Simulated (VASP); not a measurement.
# Pb (R-3m) in VASP: notebook

The runs below take Pb through single point, with r2SCAN.

Everything below comes from runs of VASP 6.6.1. Logs are shortened: lines on timing, memory, paths and dates and some standing lists are left out, and cuts for length are marked.

## 1. The cell of the first run

It takes space group R-3m (No. 166, trigonal). The conventional cell has a = 3.549 Å, b = 3.549 Å, c = 26.026 Å, α = 90.00°, β = 90.00°, γ = 120.00°. Pb (site symmetry -3m) has 12 Pb at 3.46 to 3.55 Å within 4.5 Å. Pb (site symmetry 3m) has 12 Pb at 3.46 to 3.71 Å within 4.5 Å.

## 2. Single point, r2SCAN

The input, POSCAR:

```
Pb
1.0
    1.7743933383      1.0244464715      8.6751873167
   -1.7743933383      1.0244464715      8.6751873167
    0.0000000000     -2.0488929430      8.6751873167
Pb
3
Direct
    0.0000000000      0.0000000000      0.0000000000
    0.2261647881      0.2261647881      0.2261647881
    0.7738352119      0.7738352119      0.7738352119
```

The input, INCAR.step1:

```
SYSTEM = Pb
ALGO = Normal ; EDIFF = 1E-4
ENCUT = 520 ; GGA = PE
ISMEAR = 0 ; LASPH = .TRUE.
LCHARG = .FALSE. ; LREAL = .FALSE.
LWAVE = .TRUE. ; NBANDS = 28
NELM = 100 ; PREC = Accurate
SIGMA = 0.1
```

The input, INCAR.step2:

```
SYSTEM = Pb
ALGO = Normal ; EDIFF = 1E-6
ENCUT = 520 ; ISIF = 2
ISMEAR = 0 ; ISTART = 1
LASPH = .TRUE. ; LCHARG = .FALSE.
LMIXTAU = .TRUE. ; LREAL = .FALSE.
LWAVE = .FALSE. ; METAGGA = R2SCAN
NBANDS = 28 ; NELM = 100
PREC = Accurate ; SIGMA = 0.1
```

The input, KPOINTS:

```
k-points
0
G
  6 6 6
  0 0 0
```

Potentials or basis: VASP PAW PBE potentials, release 64 (Pb_d).

Launch:

```
$ cat potpaw_PBE.64/Pb_d/POTCAR > POTCAR
$ cp INCAR.step1 INCAR
$ mpirun -np 1 vasp_std > vasp.out
$ cp INCAR.step2 INCAR
$ mpirun -np 1 vasp_std > vasp.out
```

OUTCAR:

```text
SYSTEM = Pb
   EDIFF = 1E-6
   ENCUT = 520
   ISIF = 2
   ISMEAR = 0
   ISTART = 1
   LASPH = .TRUE.
   LREAL = .FALSE.
   METAGGA = R2SCAN
   NELM = 100
   PREC = Accurate

 ion  position               nearest neighbor table
   1  0.000  0.000  0.000-   3 3.46   2 3.46   3 3.46   3 3.46   2 3.46   2 3.46
   2  0.226  0.226  0.226-   1 3.46   1 3.46   1 3.46   3 3.71   3 3.71   3 3.71
   3  0.774  0.774  0.774-   1 3.46   1 3.46   1 3.46   2 3.71   2 3.71   2 3.71

  LATTYP: Found a trigonal (rhomboedric) cell.
 ALAT       =     8.9138564758
 COS(alpha) =     0.9207501374

  Lattice vectors:

 A1 = (   1.7743933383,   1.0244464715,   8.6751873167)
 A2 = (  -1.7743933383,   1.0244464715,   8.6751873167)
 A3 = (   0.0000000000,  -2.0488929430,   8.6751873167)

Analysis of symmetry for initial positions (statically):
=====================================================================
 Subroutine PRICEL returns:
 Original cell was already a primitive cell.

 Routine SETGRP: Setting up the symmetry group for a
 trigonal (rhombohedral) supercell.

 Subroutine GETGRP returns: Found 12 space group operations
 (whereof 12 operations were pure point group operations)
 out of a pool of 12 trial point group operations.

The static configuration has the point symmetry D_3d.

Analysis of symmetry for dynamics (positions and initial velocities):
=====================================================================
 Subroutine PRICEL returns:
 Original cell was already a primitive cell.

 Routine SETGRP: Setting up the symmetry group for a
 trigonal (rhombohedral) supercell.

 Subroutine GETGRP returns: Found 12 space group operations
 (whereof 12 operations were pure point group operations)
 out of a pool of 12 trial point group operations.

The dynamic configuration has the point symmetry D_3d.

 Subroutine INISYM returns: Found 12 space group operations
 (whereof 12 operations are pure point group operations),
 and found     1 'primitive' translations

----------------------------------------------------------------------------------------

                                     Primitive cell

  volume of cell :      94.6170

  direct lattice vectors                    reciprocal lattice vectors
     1.774393338  1.024446471  8.675187317     0.281786450  0.162689483  0.038423762
    -1.774393338  1.024446471  8.675187317    -0.281786450  0.162689483  0.038423762
     0.000000000 -2.048892943  8.675187317     0.000000000 -0.325378966  0.038423762

  length of vectors
[... 83 lines left out ...]
   NELM   =    100;   NELMIN=  2; NELMDL=  0     # of ELM steps
   EDIFF  = 0.1E-05   stopping-criterion for ELM
   LREAL  =      F    real-space projection
   EDIFFG = 0.1E-04   stopping-criterion for IOM
   NSW    =      0    number of steps for IOM
   IBRION =     -1    ionic relax: 0-MD 1-quasi-New 2-CG
   NFREE  =      0    steps in history (QN), initial steepest desc. (CG)
   ISIF   =      2    stress and relaxation
   ISYM   =      2    0-nonsym 1-usesym 2-fastsym
   POTIM  = 0.5000    time-step for ionic-motion
   TEBEG  =    0.0;   TEEND  =   0.0 temperature during run
   PSTRESS=    0.0 pullay stress
   NELECT =      42.0000    total number of electrons
   NUPDOWN=      -1.0000    fix difference up-down
   EMIN   =  10.00;   EMAX   =-10.00  energy-range for DOS
   EFERMI =   0.00;   METHOD = LEGACY
   ISMEAR =     0;   SIGMA  =   0.10  broadening in eV -4-tet -1-fermi 0-gaus
   EFERMI_NEDOS =   21; number of points for ismear=-14 and -15
   IALGO  =     38    algorithm
   IMIX   =      4    mixing-type and parameters
     AMIX     =   0.40;   BMIX     =  1.00
     AMIX_MAG =   1.60;   BMIX_MAG =  1.00
  volume/ion in A,a.u.               =      31.54       212.84
  Fermi-wavevector in a.u.,A,eV,Ry     =   1.248825  2.359937 21.219147  1.559563
  Thomas-Fermi vector in A             =   2.382894
   LORBIT       =      0    0 simple, 1 ext, 2 COOP (PROOUT), +10 PAW based schemes
   METAGGA = R2SCAN    functional components
   LHFCALC =     F    Hartree Fock is set to
   AEXX    =    0.0000 exact exchange contribution
   IVDW    =     0    specifies the selected vdW correction
   LEPSILON=     F    determine dielectric tensor
   LRPA    =     F    only Hartree local field effects (RPA)
 non-spin polarized calculation
 Gauss-broadening in eV      SIGMA  =   0.10
  energy-cutoff  :      520.00
  volume of cell :       94.62
 maximum number of plane-waves:      2588
 NGX is ok and might be reduce to    70

 number of electron      41.9999997 magnetization

 Free energy of the ion-electron system (eV)
  ---------------------------------------------------
  ext. energy  EPLUGINS =         0.00000000
  ---------------------------------------------------
  free energy    TOTEN  =      -168.72145143 eV

  energy without entropy =     -168.71664898  energy(sigma->0) =     -168.71905021

 E-fermi :   6.9010     XC(G=0): -10.6991

 val. band max:        6.8639929442   @ k =  -0.3333   0.5000   0.3333
 cond. band min:       7.0282039936   @ k =   0.5000   0.3333  -0.0000
 fundamental gap:      0.1642110494
 Fermi energy:         6.9009530329

 k-point     1 :       0.0000    0.0000    0.0000
  band No.  band energies     occupation
      1     -10.9415      2.00000
      2     -10.9283      2.00000
      3     -10.9139      2.00000
      4     -10.9139      2.00000
      5     -10.9073      2.00000
      6     -10.9073      2.00000
[... 733 lines left out ...]
     27      12.0537      0.00000
     28      14.8512      0.00000

 [... further k-points ...]

------------------------ aborting loop because EDIFF is reached ----------------------------------------

  FORCE on cell =-STRESS in cart. coord.  units (eV):
  Direction    XX          YY          ZZ          XY          YZ          ZX
  --------------------------------------------------------------------------------------
  -------------------------------------------------------------------------------------
  Total       -0.0224327     -0.0224327     -0.0138071      0.0000000     -0.0000000     -0.0000000
  in kB       -0.3798595     -0.3798595     -0.2338000      0.0000000     -0.0000000     -0.0000000
  external PRESSURE =      -0.3311730 kB  Pullay stress =       0.0000000 kB

 VOLUME and BASIS-vectors are now :
 -----------------------------------------------------------------------------
  energy-cutoff  :      520.00
  volume of cell :       94.62
      direct lattice vectors                 reciprocal lattice vectors
     1.774393338  1.024446471  8.675187317     0.281786450  0.162689483  0.038423762
    -1.774393338  1.024446471  8.675187317    -0.281786450  0.162689483  0.038423762
     0.000000000 -2.048892943  8.675187317     0.000000000 -0.325378966  0.038423762

 POSITION                                       TOTAL-FORCE (eV/Angst)
 -----------------------------------------------------------------------------------
      0.00000      0.00000      0.00000         0.000000      0.000000     -0.000000
      0.00000      0.00000      5.88607         0.000000     -0.000000      0.003910
      0.00000      0.00000     20.13950         0.000000      0.000000     -0.003910
 -----------------------------------------------------------------------------------
    total drift:                               -0.000000     -0.000000      0.000000

  FREE ENERGIE OF THE ION-ELECTRON SYSTEM (eV)
  ---------------------------------------------------
  free  energy   TOTEN  =      -168.7214514295 eV

  energy  without entropy=     -168.7166489820  energy(sigma->0) =     -168.71905021
```

It took 21 min on 1 thread of Intel Xeon Platinum 8488C (Sapphire Rapids), shared host; peak memory 0.76 GiB.

What came out:

```yaml
Free_energy: -168.7215 eV
Pressure: 0.0 GPa
Largest_force: 0.004 eV/Å
Band_gap_on_the_k_mesh: zero (bands 21 and 22 overlap by 7.25 eV)
```

Forces on the atoms (eV/Å):
```
Pb   0.000  0.000  0.000
Pb   0.000  0.000  0.004
Pb   0.000  0.000 -0.004
```

Caveat: the PAW data sets were made with another functional, which shifts forces and pressure a little; spin-orbit coupling is left out, which moves the levels of the heavy elements.

## 3. Single point, r2SCAN

This run uses another cell than the first one, of 36.08 Å³/atom.

The input, POSCAR:

```
Pb
1.0
    1.8629447514      1.0755716537      9.0034950885
   -1.8629447514      1.0755716537      9.0034950885
    0.0000000000     -2.1511433075      9.0034950885
Pb
3
Direct
    0.0000000000      0.0000000000      0.0000000000
    0.2222200000      0.2222200000      0.2222200000
    0.7777800000      0.7777800000      0.7777800000
```

The input, INCAR.step1:

```
PREC = Accurate ; ENCUT = 520
ISMEAR = 0 ; SIGMA = 0.1
LREAL = False ; LASPH = True
NELM = 100 ; NBANDS = 28
GGA = PE ; ALGO = Normal
EDIFF = 1E-4 ; LWAVE = True
LCHARG = False
```

The input, INCAR.step2:

```
PREC = Accurate ; ENCUT = 520
EDIFF = 1E-7 ; ISMEAR = 0
SIGMA = 0.1 ; LREAL = False
LASPH = True ; NELM = 100
ALGO = Normal ; ISIF = 2
LWAVE = False ; LCHARG = False
METAGGA = R2SCAN ; LMIXTAU = True
NBANDS = 28 ; ISTART = 1
```

The input, KPOINTS:

```
regular mesh
0
Gamma
  6 6 6
```

Potentials or basis: VASP PAW PBE potentials, release 64 (Pb_d).

Launch:

```
$ cat potpaw_PBE.64/Pb_d/POTCAR > POTCAR
$ cp INCAR.step1 INCAR
$ mpirun -np 1 vasp_std > vasp.out
$ cp INCAR.step2 INCAR
$ mpirun -np 1 vasp_std > vasp.out
```

It took 22 min on 1 thread of Intel Xeon Platinum 8488C (Sapphire Rapids), shared host; peak memory 0.75 GiB.

It converged, with:

```yaml
Free_energy: -168.4748 eV
Pressure: -4.3 GPa
Largest_force: 0.258 eV/Å
Band_gap_on_the_k_mesh: zero (bands 21 and 22 overlap by 6.39 eV)
```

Forces in eV/Å, atoms in the order of the input:
```
Pb   0.000  0.000  0.000
Pb   0.000  0.000  0.258
Pb   0.000  0.000 -0.258
```

Stress tensor (GPa, compression positive):
```
-4.52  0.00  0.00
 0.00 -4.52  0.00
 0.00  0.00 -3.88
```

Levels at points of the mesh, in eV from the Fermi level:
| k point | band 17 | band 18 | band 19 | band 20 | band 21 | band 22 | band 23 | band 24 | band 25 | band 26 |
| --- | --- | --- | --- | --- | --- | --- | --- | --- | --- | --- |
| (0.00, 0.00, 0.00) | -9.58 | -9.55 | -1.49 | -1.49 | 4.84 | 4.84 | 4.90 | 4.90 | 6.06 | 6.06 |
| (0.50, 0.00, 0.00) | -7.89 | -7.74 | -3.45 | -2.70 | -2.37 | 0.88 | 1.60 | 2.18 | 2.22 | 3.30 |
| (0.50, 0.50, 0.00) | -8.30 | -7.54 | -3.50 | -2.78 | -1.95 | 0.20 | 1.57 | 1.65 | 3.60 | 3.63 |
| (0.50, 0.50, 0.50) | -10.87 | -8.41 | -3.69 | 2.78 | 2.80 | 4.52 | 4.52 | 5.60 | 5.60 | 5.67 |

Caveat: the cell stands under tension; the PAW data sets were made with another functional, which shifts forces and pressure a little; spin-orbit coupling is left out, which moves the levels of the heavy elements.

## 4. Single point, r2SCAN

This run uses another cell than the first one: it holds 12 atoms, not 3.

The input, POSCAR:

```
Pb
1.0
    4.0642957108      2.3465222228      6.9312586920
   -4.0642957108      2.3465222228      6.9312586920
    0.0000000000     -4.6930444453      6.9312586920
Pb
12
Direct
    0.0101900000      0.6536100000      0.0101900000
    0.0101900000      0.0101900000      0.6536100000
    0.6536100000      0.0101900000      0.0101900000
    0.9898100000      0.3463900000      0.9898100000
    0.3463900000      0.9898100000      0.9898100000
    0.9898100000      0.9898100000      0.3463900000
    0.2211800000      0.6306000000      0.2211800000
    0.2211800000      0.2211800000      0.6306000000
    0.6306000000      0.2211800000      0.2211800000
    0.7788200000      0.3694000000      0.7788200000
    0.3694000000      0.7788200000      0.7788200000
    0.7788200000      0.7788200000      0.3694000000
```

The input, INCAR.step1:

```
SYSTEM = Pb
PREC = Accurate
ENCUT = 520
ISMEAR = 0
SIGMA = 0.1
LREAL = .FALSE.
LASPH = .TRUE.
NELM = 100
NBANDS = 96
GGA = PE
ALGO = Normal
EDIFF = 1E-4
LWAVE = .TRUE.
LCHARG = .FALSE.
```

The input, INCAR.step2:

```
SYSTEM = Pb
PREC = Accurate
ENCUT = 520
EDIFF = 1E-7
ISMEAR = 0
SIGMA = 0.1
LREAL = .FALSE.
LASPH = .TRUE.
NELM = 100
ALGO = Normal
ISIF = 2
LWAVE = .FALSE.
LCHARG = .FALSE.
METAGGA = R2SCAN
LMIXTAU = .TRUE.
NBANDS = 96
ISTART = 1
```

The input, KPOINTS:

```
regular mesh
0
G
  3 3 3
  0 0 0
```

Potentials or basis: VASP PAW PBE potentials, release 64 (Pb_d).

Launch:

```
$ cat potpaw_PBE.64/Pb_d/POTCAR > POTCAR
$ cp INCAR.step1 INCAR
$ mpirun -np 1 vasp_std > vasp.out
$ cp INCAR.step2 INCAR
$ mpirun -np 1 vasp_std > vasp.out
```

OUTCAR:

```text
SYSTEM = Pb
   PREC = Accurate
   ENCUT = 520
   EDIFF = 1E-7
   ISMEAR = 0
   LREAL = .FALSE.
   LASPH = .TRUE.
   NELM = 100
   ISIF = 2
   METAGGA = R2SCAN
   ISTART = 1

 ion  position               nearest neighbor table
   1  0.010  0.654  0.010-   4 2.76   3 2.90   2 2.90   7 2.98  12 2.99  11 2.99
   2  0.010  0.010  0.654-   6 2.76   3 2.90   1 2.90   8 2.98  10 2.99  11 2.99
   3  0.654  0.010  0.010-   5 2.76   1 2.90   2 2.90   9 2.98  12 2.99  10 2.99
   4  0.990  0.346  0.990-   1 2.76   5 2.90   6 2.90  10 2.98   8 2.99   9 2.99
[... 806 lines left out ...]
 VOLUME and BASIS-vectors are now :
 -----------------------------------------------------------------------------
  energy-cutoff  :      520.00
  volume of cell :      396.62
      direct lattice vectors                 reciprocal lattice vectors
     4.064295711  2.346522223  6.931258692     0.123022545  0.071027099  0.048091313
    -4.064295711  2.346522223  6.931258692    -0.123022545  0.071027099  0.048091313
     0.000000000 -4.693044445  6.931258692     0.000000000 -0.142054198  0.048091313

 POSITION                                       TOTAL-FORCE (eV/Angst)
 -----------------------------------------------------------------------------------
     -2.61505      1.50980      4.67160         0.970600     -0.560376     -0.186174
      0.00000     -3.01960      4.67160         0.000000      1.120752     -0.186174
      2.61505      1.50980      4.67160        -0.970600     -0.560376     -0.186174
      2.61505     -1.50980     16.12218        -0.970600      0.560376      0.186174
     -2.61505     -1.50980     16.12218         0.970600      0.560376      0.186174
      0.00000      3.01960     16.12218         0.000000     -1.120752      0.186174
     -1.66400      0.96071      7.43696         2.107400     -1.216708      0.741750
      0.00000     -1.92143      7.43696         0.000000      2.433416      0.741750
      1.66400      0.96071      7.43696        -2.107400     -1.216708      0.741750
      1.66400     -0.96071     13.35681        -2.107400      1.216708     -0.741750
     -1.66400     -0.96071     13.35681         2.107400      1.216708     -0.741750
      0.00000      1.92143     13.35681         0.000000     -2.433416     -0.741750
 -----------------------------------------------------------------------------------
    total drift:                                0.000000      0.000000     -0.000000

  FREE ENERGIE OF THE ION-ELECTRON SYSTEM (eV)
  ---------------------------------------------------
  free  energy   TOTEN  =      -668.0926732245 eV

  energy  without entropy=     -668.0742271374  energy(sigma->0) =     -668.08345018
```

OUTCAR.step1:

```text
SYSTEM = Pb
   PREC = Accurate
   ENCUT = 520
   ISMEAR = 0
   LREAL = .FALSE.
   LASPH = .TRUE.
   NELM = 100
[... 834 lines left out ...]
      1.66400     -0.96071     13.35681        -2.193231      1.266262     -0.744340
     -1.66400     -0.96071     13.35681         2.193231      1.266262     -0.744340
      0.00000      1.92143     13.35681         0.000000     -2.532525     -0.744340
 -----------------------------------------------------------------------------------
    total drift:                                0.000000      0.000000     -0.000000

  FREE ENERGIE OF THE ION-ELECTRON SYSTEM (eV)
  ---------------------------------------------------
  free  energy   TOTEN  =       -34.3863320770 eV

  energy  without entropy=      -34.3712627946  energy(sigma->0) =      -34.37879744
```

OSZICAR.step1:

```text
N       E                     dE             d eps       ncg     rms          rms(c)
DAV:   1     0.238972855985E+04    0.23897E+04   -0.80283E+04  1152   0.211E+03
DAV:   2     0.302972423652E+03   -0.20868E+04   -0.20610E+04  1152   0.608E+02
DAV:   3    -0.109744407621E+02   -0.31395E+03   -0.30632E+03  1256   0.277E+02
DAV:   4    -0.340654282157E+02   -0.23091E+02   -0.22646E+02  1344   0.803E+01
DAV:   5    -0.348673601179E+02   -0.80193E+00   -0.80000E+00  1360   0.140E+01    0.406E+00
DAV:   6    -0.345239400352E+02    0.34342E+00   -0.90696E-01  1720   0.415E+00    0.221E+00
DAV:   7    -0.343806098576E+02    0.14333E+00   -0.33503E-01  1320   0.315E+00    0.447E-01
DAV:   8    -0.343834038003E+02   -0.27939E-02   -0.60925E-02  1616   0.130E+00    0.175E-01
DAV:   9    -0.343851376014E+02   -0.17338E-02   -0.56301E-03  1352   0.378E-01    0.978E-02
DAV:  10    -0.343860583348E+02   -0.92073E-03   -0.12069E-03   936   0.159E-01    0.256E-02
DAV:  11    -0.343862703433E+02   -0.21201E-03   -0.32931E-04   856   0.851E-02    0.134E-02
DAV:  12    -0.343863320770E+02   -0.61734E-04   -0.11370E-04   792   0.374E-02
   1 F= -.34386332E+02 E0= -.34378797E+02  d E =-.150693E-01
```

Wall time 13 min (1 thread of Intel Xeon Platinum 8559C (Emerald Rapids), shared host); peak memory 0.64 GiB.

Results:

- Free energy: -668.0927 eV
- Pressure: 16.8 GPa
- Largest force: 2.544 eV/Å
- Band gap on the k mesh: zero (bands 84 and 85 overlap by 0.78 eV)

Forces on the atoms (eV/Å):
```
Pb   0.971 -0.560 -0.186
Pb   0.000  1.121 -0.186
Pb  -0.971 -0.560 -0.186
Pb  -0.971  0.560  0.186
Pb   0.971  0.560  0.186
Pb   0.000 -1.121  0.186
Pb   2.107 -1.217  0.742
Pb   0.000  2.433  0.742
Pb  -2.107 -1.217  0.742
Pb  -2.107  1.217 -0.742
Pb   2.107  1.217 -0.742
Pb   0.000 -2.433 -0.742
```

Stress tensor (GPa, compression positive):
```
15.76  0.00  0.00
 0.00 15.76  0.00
 0.00  0.00 18.87
```

Levels at points of the mesh, in eV from the Fermi level:
```
           k point  band 82  band 83  band 84  band 85  band 86  band 87
(0.00, 0.00, 0.00)    -0.08    -0.08     0.12     0.12     0.84     0.84
```

Caveat: the cell stands under pressure; the PAW data sets were made with another functional, which shifts forces and pressure a little; spin-orbit coupling is left out, which moves the levels of the heavy elements.

## 5. Summary

```csv
cell,k mesh,gap on the mesh (eV),pressure (GPa),largest force (eV/Å)
"a = 8.914 Å, angles 23.0°, 3 atoms, atomic positions A",6 × 6 × 6,none,0.0,-
"a = 9.257 Å, angles 23.2°, 3 atoms, atomic positions B",6 × 6 × 6,none,-4.3,0.26
"a = 8.371 Å, angles 58.1°, 12 atoms, atomic positions C",3 × 3 × 3,none,16.8,2.54
```

Alike in all rows: task single point; level r2SCAN; potentials or basis VASP PAW PBE potentials, release 64 (Pb_d); no spin polarisation; cutoff (eV) 520; smearing gaussian 0.1 eV.

Caveats: the PAW data sets were made with another functional, which shifts forces and pressure a little; spin-orbit coupling is left out, which moves the levels of the heavy elements; the cell stands under tension (at least some runs); the cell stands under pressure (at least some runs).

Total energies depend on the potentials used, so only differences within one code and one set of settings carry meaning.
